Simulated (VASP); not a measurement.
Na: single point with r2SCAN

The system is Na.

```
Na
1.0
     3.74851    0.00000    0.00000
    -1.87425    3.24630    0.00000
     0.00000    0.00000    6.11048
Na
2
Direct
  0.33333 0.66667 0.75000
  0.66667 0.33333 0.25000
```

This isn't the form of Na at room conditions, which is bcc.

```json
{
 "Program": "VASP 6.6.1",
 "Task": "single point",
 "Functional": "r2SCAN",
 "Potentials or basis": "VASP PAW PBE potentials, release 64 (Na_pv)",
 "Cutoff": "550 eV",
 "k mesh": "12 × 12 × 8",
 "Occupations": "gaussian, width 0.05 eV",
 "Spin": "no spin polarisation",
 "Dipole correction": "no",
 "Further INCAR settings": "ALGO = Normal; EDIFF = 1e-06; NBANDS = 14"
}
```

```json
{"Pressure": "0.1 GPa", "Band gap on the k mesh": "zero (bands 7 and 8 overlap by 4.55 eV)"}
```

Levels at points of the mesh, in eV from the Fermi level:
```csv
k point,band 3,band 4,band 5,band 6,band 7,band 8,band 9,band 10,band 11,band 12
"(0.00, 0.00, 0.00)",-26.01,-26.00,-26.00,-26.00,-3.48,0.51,1.19,10.62,10.62,11.13
"(0.50, 0.00, 0.00)",-26.02,-26.02,-26.01,-26.01,0.20,0.46,4.03,4.14,4.78,4.96
"(0.00, 0.00, 0.50)",-26.00,-26.00,-26.00,-26.00,-2.38,-2.38,5.96,5.96,11.19,11.19
"(0.50, 0.00, 0.50)",-26.01,-26.01,-26.01,-26.01,1.06,1.06,1.76,1.76,8.12,8.12
```

Run time: 7.2 min on 1 thread of Oxide Virtual Turin-like Processor, on a shared host, peak memory 0.21 GiB.

Caveat: the PAW data sets were made with another functional, which shifts forces and pressure a little.
